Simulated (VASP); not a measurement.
# TiH6 (P6/mmm) in VASP: further runs, part 2 of 2

VASP 6.6.1.

### 3 Single point, PBE

This run uses another cell than the first one, of 4.80 Å³/atom.

INCAR

```
PREC = Accurate
ENCUT = 500
EDIFF = 1E-6
ISMEAR = 0
SIGMA = 0.1
LREAL = F
LASPH = T
NELM = 120
ALGO = Normal
ISIF = 2
LWAVE = F
LCHARG = F
GGA = PE
NBANDS = 18
GGA_COMPAT = F
```

KPOINTS

```
regular mesh
0
Gamma
  12 12 14
```

POSCAR

```
TiH6
1.0
    3.7867557982      0.0000000000      0.0000000000
   -1.8933778991      3.2794267192      0.0000000000
    0.0000000000      0.0000000000      2.7063522989
Ti H
1 6
Direct
    0.0000000000      0.0000000000      0.5000000000
    0.5000000000      0.0000000000      0.5000000000
    0.0000000000      0.5000000000      0.5000000000
    0.5000000000      0.5000000000      0.5000000000
    0.5000000000      0.0000000000      0.0000000000
    0.0000000000      0.5000000000      0.0000000000
    0.5000000000      0.5000000000      0.0000000000
```

Potentials or basis: VASP PAW PBE potentials, release 64 (Ti_sv, H).

Launch:

```bash
$ cat potpaw_PBE.64/Ti_sv/POTCAR potpaw_PBE.64/H/POTCAR > POTCAR
$ mpirun -np 1 vasp_std > vasp.out
```

OUTCAR:

```text
PREC = Accurate
   ENCUT = 500
   EDIFF = 1E-6
   ISMEAR = 0
   LREAL = F
   LASPH = T
   NELM = 120
   ISIF = 2
   GGA = PE

 ion  position               nearest neighbor table
   1  0.000  0.000  0.500-   2 1.89   2 1.89   4 1.89   3 1.89   3 1.89   4 1.89
   2  0.500  0.000  0.500-   1 1.89   1 1.89
   3  0.000  0.500  0.500-   1 1.89   1 1.89
   4  0.500  0.500  0.500-   1 1.89   1 1.89
   5  0.500  0.000  0.000-
   6  0.000  0.500  0.000-
   7  0.500  0.500  0.000-

  LATTYP: Found a hexagonal cell.
 ALAT       =     3.7867557982
 C/A-ratio  =     0.7146888902

  Lattice vectors:

 A1 = (   3.7867557982,   0.0000000000,   0.0000000000)
 A2 = (  -1.8933778991,   3.2794267192,   0.0000000000)
 A3 = (   0.0000000000,   0.0000000000,   2.7063522989)

Analysis of symmetry for initial positions (statically):
=====================================================================
 Subroutine PRICEL returns:
 Original cell was already a primitive cell.

 Routine SETGRP: Setting up the symmetry group for a
 hexagonal supercell.

 Subroutine GETGRP returns: Found 24 space group operations
 (whereof 24 operations were pure point group operations)
 out of a pool of 24 trial point group operations.

The static configuration has the point symmetry D_6h.

Analysis of symmetry for dynamics (positions and initial velocities):
=====================================================================
 Subroutine PRICEL returns:
 Original cell was already a primitive cell.

 Routine SETGRP: Setting up the symmetry group for a
 hexagonal supercell.

 Subroutine GETGRP returns: Found 24 space group operations
 (whereof 24 operations were pure point group operations)
 out of a pool of 24 trial point group operations.

The dynamic configuration has the point symmetry D_6h.

[... 130 lines left out ...]
  Fermi-wavevector in a.u.,A,eV,Ry     =   1.329482  2.512357 24.048604  1.767523
  Thomas-Fermi vector in A             =   2.458641
   LORBIT       =      0    0 simple, 1 ext, 2 COOP (PROOUT), +10 PAW based schemes
   GGA     = PE    functional components
   LHFCALC =     F    Hartree Fock is set to
   AEXX    =    0.0000 exact exchange contribution
   IVDW    =     0    specifies the selected vdW correction
   LEPSILON=     F    determine dielectric tensor
   LRPA    =     F    only Hartree local field effects (RPA)
 non-spin polarized calculation
 Gauss-broadening in eV      SIGMA  =   0.10
  energy-cutoff  :      500.00
  volume of cell :       33.61
 maximum number of plane-waves:       882
 NGX is ok and might be reduce to    28
   NGX = 13   NGY = 13   NGZ =  9

 number of electron      17.9999991 magnetization

 Free energy of the ion-electron system (eV)
  ---------------------------------------------------
  ext. energy  EPLUGINS =         0.00000000
  ---------------------------------------------------
  free energy    TOTEN  =       -25.43974467 eV

  energy without entropy =      -25.43281644  energy(sigma->0) =      -25.43628056

 E-fermi :   5.9353     XC(G=0): -11.3341

 val. band max:        5.9289943966   @ k =   0.2500   0.2500   0.3571
 cond. band min:       5.9497440219   @ k =   0.2500   0.1667   0.2857
 fundamental gap:      0.0207496253
 Fermi energy:         5.9353199488

 k-point     1 :       0.0000    0.0000    0.0000
  band No.  band energies     occupation
      1     -51.3066      2.00000
      2     -27.7020      2.00000
      3     -27.7020      2.00000
      4     -26.9803      2.00000
      5      -7.2292      2.00000
      6      -0.1951      2.00000
[... 481 lines left out ...]
      5      -5.6860      2.00000
      6      -2.2718      2.00000
[... 10 lines left out ...]
     17      15.6113      0.00000
     18      16.0880      0.00000

 [... further k-points ...]

------------------------ aborting loop because EDIFF is reached ----------------------------------------

  FORCE on cell =-STRESS in cart. coord.  units (eV):
  Direction    XX          YY          ZZ          XY          YZ          ZX
  --------------------------------------------------------------------------------------
  -------------------------------------------------------------------------------------
  Total       -0.0565154     -0.0565154     -0.0768417     -0.0000000     -0.0000000     -0.0000000
  in kB       -2.6941895     -2.6941895     -3.6631794     -0.0000000     -0.0000000     -0.0000000
  external PRESSURE =      -3.0171861 kB  Pullay stress =       0.0000000 kB

 VOLUME and BASIS-vectors are now :
 -----------------------------------------------------------------------------
  energy-cutoff  :      500.00
  volume of cell :       33.61
      direct lattice vectors                 reciprocal lattice vectors
     3.786755798  0.000000000  0.000000000     0.264078291  0.152465672  0.000000000
    -1.893377899  3.279426719  0.000000000     0.000000000  0.304931345  0.000000000
     0.000000000  0.000000000  2.706352299     0.000000000  0.000000000  0.369501044

 POSITION                                       TOTAL-FORCE (eV/Angst)
 -----------------------------------------------------------------------------------
      0.00000      0.00000      1.35318         0.000000      0.000000      0.000000
      1.89338      0.00000      1.35318        -0.000000      0.000000      0.000000
     -0.94669      1.63971      1.35318        -0.000000      0.000000      0.000000
      0.94669      1.63971      1.35318        -0.000000      0.000000      0.000000
      1.89338      0.00000      0.00000        -0.000000      0.000000      0.000000
     -0.94669      1.63971      0.00000        -0.000000      0.000000      0.000000
      0.94669      1.63971      0.00000        -0.000000      0.000000      0.000000
 -----------------------------------------------------------------------------------
    total drift:                               -0.000000     -0.000000      0.000000

  FREE ENERGIE OF THE ION-ELECTRON SYSTEM (eV)
  ---------------------------------------------------
  free  energy   TOTEN  =       -25.4397446746 eV

  energy  without entropy=      -25.4328164389  energy(sigma->0) =      -25.43628056
```

OSZICAR:

```text
N       E                     dE             d eps       ncg     rms          rms(c)
DAV:   1     0.128725307053E+03    0.12873E+03   -0.88976E+03  5480   0.107E+03
DAV:   2    -0.166692197635E+02   -0.14539E+03   -0.13834E+03  5746   0.301E+02
DAV:   3    -0.279933512625E+02   -0.11324E+02   -0.11120E+02  8892   0.751E+01
DAV:   4    -0.284197858186E+02   -0.42643E+00   -0.42499E+00  6540   0.116E+01
DAV:   5    -0.284254693766E+02   -0.56836E-02   -0.56821E-02  6420   0.134E+00    0.137E+01
DAV:   6    -0.257503741928E+02    0.26751E+01   -0.15932E+01  5866   0.352E+01    0.439E+00
DAV:   7    -0.254623425225E+02    0.28803E+00   -0.18801E+00  5922   0.133E+01    0.302E+00
DAV:   8    -0.254608050654E+02    0.15375E-02   -0.29227E-01  7532   0.454E+00    0.111E+00
DAV:   9    -0.254398617753E+02    0.20943E-01   -0.11552E-01  5910   0.314E+00    0.335E-01
DAV:  10    -0.254397569299E+02    0.10485E-03   -0.55390E-03  6122   0.721E-01    0.636E-02
DAV:  11    -0.254397508980E+02    0.60319E-05   -0.26572E-04  6196   0.152E-01    0.308E-02
DAV:  12    -0.254397452721E+02    0.56259E-05   -0.35517E-05  6958   0.441E-02    0.877E-03
DAV:  13    -0.254397446746E+02    0.59755E-06   -0.17533E-06  5388   0.123E-02
   1 F= -.25439745E+02 E0= -.25436281E+02  d E =-.692824E-02
```

stdout:

```text
POSCAR found type information on POSCAR TiH
 POSCAR found :  2 types and       7 ions
 scaLAPACK will be used
 LDA part: xc-table for (Slater+PW92), standard interpolation
 POSCAR, INCAR and KPOINTS ok, starting setup
 FFT: planning ... GRIDC
 FFT: planning ... GRID_SOFT
 FFT: planning ... GRID
 WAVECAR not read
 entering main loop
```

Wall time 49 s (1 thread of Intel Xeon Platinum 8488C (Sapphire Rapids), shared host); peak memory 0.19 GiB.

Results:

| Item | Value |
| --- | --- |
| Free energy | -25.4397 eV |
| Pressure | -0.3 GPa |
| Band gap on the k mesh | zero (bands 9 and 10 overlap by 4.25 eV) |

Levels at points of the mesh, in eV from the Fermi level:
```
           k point  band 7  band 8  band 9  band 10  band 11  band 12
(0.00, 0.00, 0.00)   -6.13   -2.19    2.28     2.28     3.96     3.96
(0.50, 0.00, 0.00)   -5.07   -1.95    0.55     0.66     1.83     2.18
(0.00, 0.00, 0.50)   -3.12   -3.12   -0.54    -0.54     0.39     0.39
(0.50, 0.00, 0.50)   -5.63   -4.08   -2.62    -0.41     1.05     1.49
```

### 4 Relaxation of cell and atoms, PBE

INCAR

```
ALGO = Normal
EDIFF = 1E-7
EDIFFG = -0.01
ENCUT = 500
GGA = PE
GGA_COMPAT = F
IBRION = 2
ISIF = 3
ISMEAR = 0
LASPH = T
LCHARG = F
LREAL = F
LWAVE = F
NELM = 120
NELMIN = 4
NSW = 100
PREC = Accurate
SIGMA = 0.1
```

KPOINTS

```
k-points
0
Gamma
  12 12 14
```

Changes to POSCAR since step 3:

```diff
@@ -2,5 +2,5 @@
 1.0
-    3.7867557982      0.0000000000      0.0000000000
-   -1.8933778991      3.2794267192      0.0000000000
-    0.0000000000      0.0000000000      2.7063522989
+    3.8032945581      0.0000000000      0.0000000000
+   -1.9016472790      3.2937497054      0.0000000000
+    0.0000000000      0.0000000000      2.6935094080
 Ti H
```

Potentials or basis: VASP PAW PBE potentials, release 64 (Ti_sv, H).

Launch:

```bash
$ cat potpaw_PBE.64/Ti_sv/POTCAR potpaw_PBE.64/H/POTCAR > POTCAR
$ mpirun -np 1 vasp_std > vasp.out
```

OUTCAR:

```text
EDIFF = 1E-7
   EDIFFG = -0.01
   ENCUT = 500
   GGA = PE
   IBRION = 2
   ISIF = 3
   ISMEAR = 0
   LASPH = T
   LREAL = F
   NELM = 120
   NELMIN = 4
   NSW = 100
   PREC = Accurate

 ion  position               nearest neighbor table
   1  0.000  0.000  0.500-   3 1.90   3 1.90   2 1.90   2 1.90   4 1.90   4 1.90
   2  0.500  0.000  0.500-   1 1.90   1 1.90
   3  0.000  0.500  0.500-   1 1.90   1 1.90
   4  0.500  0.500  0.500-   1 1.90   1 1.90
   5  0.500  0.000  0.000-
   6  0.000  0.500  0.000-
   7  0.500  0.500  0.000-

  LATTYP: Found a hexagonal cell.
 ALAT       =     3.8032945581
 C/A-ratio  =     0.7082042600

  Lattice vectors:

 A1 = (   3.8032945581,   0.0000000000,   0.0000000000)
 A2 = (  -1.9016472790,   3.2937497054,   0.0000000000)
 A3 = (   0.0000000000,   0.0000000000,   2.6935094080)

Analysis of symmetry for initial positions (statically):
[... 294 lines left out ...]
      9       8.2604      0.00000
     10       8.2604      0.00000
     11       9.9290      0.00000
     12       9.9290      0.00000
     13      10.2679      0.00000
[... 354 lines left out ...]
  band No.  band energies     occupation
      1     -51.2645      2.00000
      2     -27.7249      2.00000
      3     -27.6812      2.00000
      4     -26.9714      2.00000
      5      -5.6852      2.00000
      6      -2.2706      2.00000
      7       0.6382      2.00000
      8       4.1323      2.00000
      9       6.8436      0.00000
     10       7.0775      0.00000
     11       7.8259      0.00000
     12       8.1295      0.00000
     13      11.0151      0.00000

 [... further k-points ...]

------------------------ aborting loop because EDIFF is reached ----------------------------------------

  FORCE on cell =-STRESS in cart. coord.  units (eV):
  Direction    XX          YY          ZZ          XY          YZ          ZX
  --------------------------------------------------------------------------------------
  -------------------------------------------------------------------------------------
  Total       -0.0201231     -0.0201231      0.0662754     -0.0000000     -0.0000000      0.0000000
  in kB       -0.9619187     -0.9619187      3.1680795     -0.0000000     -0.0000000      0.0000000
  external PRESSURE =       0.4147474 kB  Pullay stress =       0.0000000 kB
[... 22 lines left out ...]
  FREE ENERGIE OF THE ION-ELECTRON SYSTEM (eV)
  ---------------------------------------------------
  free  energy   TOTEN  =       -25.4400470693 eV

  energy  without entropy=      -25.4332117610  energy(sigma->0) =      -25.43662942

 reached required accuracy - stopping structural energy minimisation
```

OSZICAR:

```text
N       E                     dE             d eps       ncg     rms          rms(c)
DAV:   1     0.119867502199E+03    0.11987E+03   -0.94630E+03  3952   0.148E+03
DAV:   2    -0.152341870989E+02   -0.13510E+03   -0.13116E+03  4012   0.375E+02
DAV:   3    -0.279437552694E+02   -0.12710E+02   -0.12381E+02  7398   0.982E+01
[... 28 lines left out ...]
DAV:   5    -0.254400436168E+02   -0.30834E-04   -0.57894E-05  4342   0.818E-02    0.849E-03
DAV:   6    -0.254400468269E+02   -0.32101E-05   -0.19501E-05  6186   0.272E-02    0.333E-03
DAV:   7    -0.254400473604E+02   -0.53352E-06   -0.83969E-07  4397   0.993E-03    0.298E-03
DAV:   8    -0.254400471108E+02    0.24961E-06   -0.10130E-07  3441   0.346E-03    0.694E-04
DAV:   9    -0.254400470693E+02    0.41516E-07   -0.21124E-08  2566   0.162E-03
   3 F= -.25440047E+02 E0= -.25436629E+02  d E =-.185234E-02
```

Wall time 1.8 min (1 thread of Intel Xeon Platinum 8488C (Sapphire Rapids), shared host); peak memory 0.19 GiB.

Results:

```
Free energy                           : -25.4400 eV
Relaxed volume                        : 4.79 Å³/atom
Relaxed cell                          : a = 3.786 Å, b = 3.786 Å, c = 2.701 Å, α = 90.00°, β = 90.00°, γ = 120.00°
Space group after relaxing (to 0.1 Å) : P6/mmm (No. 191)
Energy gained by relaxing             : 0.3 meV/atom
Ionic steps                           : 3
Pressure after relaxing               : 0.0 GPa
Band gap on the k mesh                : zero (bands 9 and 10 overlap by 4.28 eV)
```

Step by step:
```
step  energy change (eV)  largest force (eV/Å)  pressure (GPa)  volume (Å³)
   1              0.0000                0.0000           -0.69        33.74
   2             -0.0012                0.0000           -0.38        33.64
   3             -0.0019                0.0000            0.04        33.52
```

Final structure:
```
CELL_PARAMETERS angstrom
3.78561 0.00000 0.00000
-1.89280 3.27843 0.00000
0.00000 0.00000 2.70063
ATOMIC_POSITIONS crystal
Ti 0.00000 0.00000 0.50000
H 0.50000 0.00000 0.50000
H 0.00000 0.50000 0.50000
H 0.50000 0.50000 0.50000
H 0.50000 0.00000 0.00000
H 0.00000 0.50000 0.00000
H 0.50000 0.50000 0.00000
```

Levels at points of the mesh, in eV from the Fermi level:
```
           k point  band 7  band 8  band 9  band 10  band 11  band 12
(0.00, 0.00, 0.00)   -6.16   -2.19    2.29     2.29     3.96     3.96
(0.50, 0.00, 0.00)   -5.10   -1.96    0.55     0.65     1.84     2.19
(0.00, 0.00, 0.50)   -3.13   -3.13   -0.56    -0.56     0.38     0.38
(0.50, 0.00, 0.50)   -5.64   -4.09   -2.64    -0.42     1.05     1.49
```

### 5 Overview

```tsv
task	spin	cell	k mesh	gap on the mesh (eV)	pressure (GPa)
single point	collinear	a = 3.803, b = 3.803, c = 2.694 Å, angles 90.0, 90.0, 120.0°, 7 atoms	6 × 6 × 6	none	-0.5
single point	off	a = 3.787, b = 3.787, c = 2.706 Å, angles 90.0, 90.0, 120.0°, 7 atoms	12 × 12 × 14	none	-0.3
relaxation of cell and atoms	off	relaxed from a = 3.803, b = 3.803, c = 2.694 Å, angles 90.0, 90.0, 120.0°, 7 atoms	12 × 12 × 14	none	0.0
```

Alike in all rows: level PBE; potentials or basis VASP PAW PBE potentials, release 64 (Ti_sv, H); cutoff (eV) 500; smearing gaussian 0.1 eV.

Caveats: some runs use coarse meshes.

Total energies depend on the potentials used, so only differences within one code and one set of settings carry meaning.
